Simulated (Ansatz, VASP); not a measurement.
## Two plane-wave programs on Mo

The input INCAR:

```
SYSTEM = Mo
ALGO = Normal
EDIFF = 1E-6
ENCUT = 500
GGA = PS
GGA_COMPAT = .FALSE.
ISIF = 2
ISMEAR = 0
IVDW = 13
LASPH = .TRUE.
LCHARG = .TRUE.
LELF = .TRUE.
LREAL = .FALSE.
LVHAR = .TRUE.
LWAVE = .FALSE.
NBANDS = 13
NELM = 120
PREC = Accurate
SIGMA = 0.1
```

File KPOINTS:

```
k-points
0
G
  8 8 8
  0 0 0
```

File POSCAR:

```
Mo
1.0
   -1.5650000000      1.5650000000      1.5650000000
    1.5650000000     -1.5650000000      1.5650000000
    1.5650000000      1.5650000000     -1.5650000000
Mo
1
Direct
    0.0000000000      0.0000000000      0.0000000000
```

Input for Ansatz:

```yaml
crystal:
  lattice:
    - [-1.565, 1.565, 1.565]
    - [1.565, -1.565, 1.565]
    - [1.565, 1.565, -1.565]
  atoms:
    - { symbol: Mo, position: [0.0, 0.0, 0.0] }
basis:
  ecutwfc: 420
kpoints:
  mp_grid: { grid: [8, 8, 8] }
hamiltonian:
  xc: pbesol
  dispersion: d4
  pseudopotentials: { kind: paw, azcp: { folder: soft_1 } }
scf:
  occupations: { method: gaussian, width: 0.1 }
output:
  forces: true
  stress: true
  eigenvalues: true
```

Alike in both runs: task single point; functional PBEsol; dispersion D4; k mesh 8 × 8 × 8; occupations gaussian, width 0.1 eV; no spin polarisation.

|  | VASP | Ansatz |
| --- | --- | --- |
| version | VASP 6.6.1 | Ansatz 0.2.0 |
| potentials or method | VASP PAW PBE potentials, release 64 (Mo_sv), cutoff 500 eV | scalar-relativistic, plane waves, PAW |
| valence electrons in the cell | 14 | 14 |

Ansatz gave:

- gap on the k mesh at the Fermi level (eV): none
- pressure (GPa): -3.0

Task: What did VASP give for the same quantities?

Result: gap on the k mesh at the Fermi level (eV): none; pressure (GPa): -2.4.

VASP's potentials were made for PBE, not for PBEsol, and Ansatz warns of the same on its side. A gap of «none» marks a metal or a gap that the smearing closes.
